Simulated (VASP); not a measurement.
# Nb (Im-3m) in VASP: notebook, part 2 of 2

VASP 6.6.1. The steps go on from the part before.

**3. Single point, LDA**

Contents of INCAR:

```
SYSTEM = Nb
PREC = Accurate
ENCUT = 520
EDIFF = 1E-6
ISMEAR = -1
SIGMA = 0.05
LREAL = .False.
LASPH = .True.
NELM = 100
ALGO = Normal
ISIF = 2
LWAVE = .False.
LCHARG = .False.
NBANDS = 12
```

Contents of KPOINTS:

```
Automatic mesh
0
Gamma
  17 17 17
  0 0 0
```

Contents of POSCAR:

```
Nb
1.0
   -1.6197417552      1.6197417552      1.6197417552
    1.6197417552     -1.6197417552      1.6197417552
    1.6197417552      1.6197417552     -1.6197417552
Nb
1
Direct
    0.0000000000      0.0000000000      0.0000000000
```

Potentials or basis: VASP PAW LDA potentials, release 64 (Nb_sv).

The run is started by

```sh
$ cat potpaw_LDA.64/Nb_sv/POTCAR > POTCAR
$ mpirun -np 1 vasp_std > vasp.out
```

OUTCAR:

```text
SYSTEM = Nb
   PREC = Accurate
   ENCUT = 520
   EDIFF = 1E-6
   ISMEAR = -1
   LREAL = .False.
   LASPH = .True.
   NELM = 100
   ISIF = 2

 ion  position               nearest neighbor table
   1  0.000  0.000  0.000-

  LATTYP: Found a body centered cubic cell.
 ALAT       =     3.2394835104

  Lattice vectors:

 A1 = (  -1.6197417552,   1.6197417552,   1.6197417552)
 A2 = (   1.6197417552,  -1.6197417552,   1.6197417552)
 A3 = (   1.6197417552,   1.6197417552,  -1.6197417552)

Analysis of symmetry for initial positions (statically):
=====================================================================
 Subroutine PRICEL returns:
 Original cell was already a primitive cell.

 Routine SETGRP: Setting up the symmetry group for a
 body centered cubic supercell.

 Subroutine GETGRP returns: Found 48 space group operations
 (whereof 48 operations were pure point group operations)
 out of a pool of 48 trial point group operations.

The static configuration has the point symmetry O_h .

Analysis of symmetry for dynamics (positions and initial velocities):
=====================================================================
 Subroutine PRICEL returns:
 Original cell was already a primitive cell.

 Routine SETGRP: Setting up the symmetry group for a
 body centered cubic supercell.

 Subroutine GETGRP returns: Found 48 space group operations
 (whereof 48 operations were pure point group operations)
 out of a pool of 48 trial point group operations.

The dynamic configuration has the point symmetry O_h .

 Subroutine INISYM returns: Found 48 space group operations
 (whereof 48 operations are pure point group operations),
 and found     1 'primitive' translations

----------------------------------------------------------------------------------------

                                     Primitive cell

  volume of cell :      16.9980

[... 107 lines left out ...]
  volume/ion in A,a.u.               =      17.00       114.71
  Fermi-wavevector in a.u.,A,eV,Ry     =   1.497121  2.829148 30.495699  2.241371
  Thomas-Fermi vector in A             =   2.609049
   LORBIT       =      0    0 simple, 1 ext, 2 COOP (PROOUT), +10 PAW based schemes
   GGA     = CA    functional components
   LHFCALC =     F    Hartree Fock is set to
   AEXX    =    0.0000 exact exchange contribution
   IVDW    =     0    specifies the selected vdW correction
   LEPSILON=     F    determine dielectric tensor
   LRPA    =     F    only Hartree local field effects (RPA)
 non-spin polarized calculation
  energy-cutoff  :      520.00
  volume of cell :       17.00
 maximum number of plane-waves:       472
 NGX is ok and might be reduce to    24
   NGX = 11   NGY = 11   NGZ = 11

 number of electron      13.0000000 magnetization

 Free energy of the ion-electron system (eV)
  ---------------------------------------------------
  ext. energy  EPLUGINS =         0.00000000
  ---------------------------------------------------
  free energy    TOTEN  =       -11.26308941 eV

  energy without entropy =      -11.25172343  energy(sigma->0) =      -11.25740642

 E-fermi :  11.8249     XC(G=0): -13.0149

 val. band max:       11.8166943060   @ k =   0.1176   0.0588   0.0000
 cond. band min:      11.8313081473   @ k =  -0.2353   0.3529   0.1176
 fundamental gap:      0.0146138413
 Fermi energy:        11.8248938760

 k-point     1 :       0.0000    0.0000    0.0000
  band No.  band energies     occupation
      1     -42.1777      2.00000
      2     -17.4877      2.00000
      3     -17.4877      2.00000
      4     -17.4877      2.00000
      5       5.8043      2.00000
      6      12.1437      0.00340
      7      12.1437      0.00340
      8      12.1437      0.00340
      9      15.2438      0.00000
     10      15.2438      0.00000
     11      26.2158      0.00000
     12      26.2158      0.00000
[... 331 lines left out ...]
 k-point    24 :       0.1765    0.1765    0.0000
  band No.  band energies     occupation
      1     -41.9651      2.00000
      2     -18.5487      2.00000
      3     -17.8389      2.00000
      4     -17.5993      2.00000
      5       8.6144      2.00000
      6      10.7385      2.00000
      7      11.0928      2.00000
      8      14.3358      0.00000
      9      15.9007      0.00000
     10      16.2671      0.00000
     11      26.7580      0.00000
     12      27.9726      0.00000

 [... further k-points ...]
[... 5 lines left out ...]
  --------------------------------------------------------------------------------------
  -------------------------------------------------------------------------------------
  Total        0.1008336      0.1008336      0.1008336      0.0000000     -0.0000000      0.0000000
  in kB        9.5042680      9.5042680      9.5042680      0.0000000     -0.0000000      0.0000000
  external PRESSURE =       9.5042680 kB  Pullay stress =       0.0000000 kB

 VOLUME and BASIS-vectors are now :
 -----------------------------------------------------------------------------
  energy-cutoff  :      520.00
  volume of cell :       17.00
      direct lattice vectors                 reciprocal lattice vectors
    -1.619741755  1.619741755  1.619741755     0.000000000  0.308691184  0.308691184
     1.619741755 -1.619741755  1.619741755     0.308691184  0.000000000  0.308691184
     1.619741755  1.619741755 -1.619741755     0.308691184  0.308691184  0.000000000

 POSITION                                       TOTAL-FORCE (eV/Angst)
 -----------------------------------------------------------------------------------
      0.00000      0.00000      0.00000        -0.000000      0.000000     -0.000000
 -----------------------------------------------------------------------------------
    total drift:                                0.000000      0.000000      0.000000

  FREE ENERGIE OF THE ION-ELECTRON SYSTEM (eV)
  ---------------------------------------------------
  free  energy   TOTEN  =       -11.2630894054 eV

  energy  without entropy=      -11.2517234310  energy(sigma->0) =      -11.25740642
```

Run time: 42 s. Hardware: 1 thread of Intel Xeon 8259CL, shared host; peak memory 0.15 GiB.

What came out:

```yaml
Free_energy: -11.2631 eV
Pressure: 1.0 GPa
Band_gap_on_the_k_mesh: zero (an odd number of electrons rules out a gap without spin polarisation)
```

Levels at points of the mesh, in eV from the Fermi level:
```csv
k point,band 3,band 4,band 5,band 6,band 7,band 8,band 9,band 10
"(0.00, 0.00, 0.00)",-29.31,-29.31,-6.02,0.32,0.32,0.32,3.42,3.42
```
